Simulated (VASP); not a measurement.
Input of a VASP 6.6.1 run:

The input INCAR:

```
  ALGO = Normal
  EDIFF = 1E-7
  ENCUT = 520
  GGA = PE
  ISIF = 2
  ISMEAR = -1
  LASPH = T
  LCHARG = F
  LREAL = F
  LWAVE = F
  NBANDS = 18
  NELM = 60
  PREC = Accurate
  SIGMA = 0.05
```

The input KPOINTS:

```
k-points
0
Gamma
  11 11 14
```

The input POSCAR:

```
Si2W
1.0
   -1.6891900000      1.5709900000      3.9400000000
    1.5709900000     -1.6891900000      3.9400000000
    1.6410100000      1.6410100000     -3.9881800000
Si W
2 1
Direct
    0.3330000000      0.3330000000      0.0000000000
    0.6670000000      0.6670000000      0.0000000000
    0.0000000000      0.0000000000      0.0000000000
```

Potentials or basis: VASP PAW PBE potentials, release 64 (Si, W_sv).

Command:

```sh
$ cat potpaw_PBE.64/Si/POTCAR potpaw_PBE.64/W_sv/POTCAR > POTCAR
$ mpirun -np 1 vasp_std > vasp.out
```

Problem. What does it give for the largest force?

Solution. 0.198 eV/Å.

Problem. Estimate the pressure.

Solution. 2.5 GPa.

Forces on the atoms (eV/Å):
```
Si  -0.064 -0.064  0.175
Si   0.064  0.064 -0.175
W    0.000  0.000  0.000
```

Caveat: the cell differs from its parent crystal (equal xy, yz and zx shear strains of -3 %).
